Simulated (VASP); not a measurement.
HfN:

```
Hf N
1.0
     0.00000    2.25600    2.25600
     2.25600    0.00000    2.25600
     2.25600    2.25600    0.00000
Hf N
1 1
Cartesian
  0.0000 0.0000 0.0000
  2.2560 2.2560 2.2560
```

| Item | Value |
| --- | --- |
| Program | VASP 6.6.1 |
| Task | relaxation of cell and atoms |
| Functional | PBEsol |
| Dispersion | D3(BJ) |
| Potentials or basis | VASP PAW PBE potentials, release 64 (Hf_pv, N) |
| Cutoff | 600 eV |
| k mesh | 10 × 10 × 10 |
| Occupations | fermi-dirac, width 0.05 eV |
| Spin | no spin polarisation |

At the start: pressure -9.7 GPa; volume 11.48 Å³/atom.

Question: Where does the relaxation end?

Answer: Over 4 steps the energy falls by 12.0 meV/atom and the volume is 11.10 Å³/atom (-3.3 %); space group Fm-3m (No. 225, to 0.1 Å) before and after.

The path:
```tsv
step	energy change (eV)	largest force (eV/Å)	pressure (GPa)	volume (Å³)
1	0.0000	0.0000	-9.66	22.96
2	0.0788	0.0000	24.03	20.74
3	-0.0239	0.0000	-0.23	22.21
4	-0.0239	0.0000	-0.01	22.20
```

Final structure:
```yaml
crystal:
  lattice:
    - [0.00000, 2.23059, 2.23059]
    - [2.23059, 0.00000, 2.23059]
    - [2.23059, 2.23059, 0.00000]
  atoms:
    - { symbol: Hf, position: [0.00000, 0.00000, 0.00000] }
    - { symbol: N, position: [0.50000, 0.50000, 0.50000] }
```

Caveat: the PAW data sets were made with another functional, which shifts forces and pressure a little.
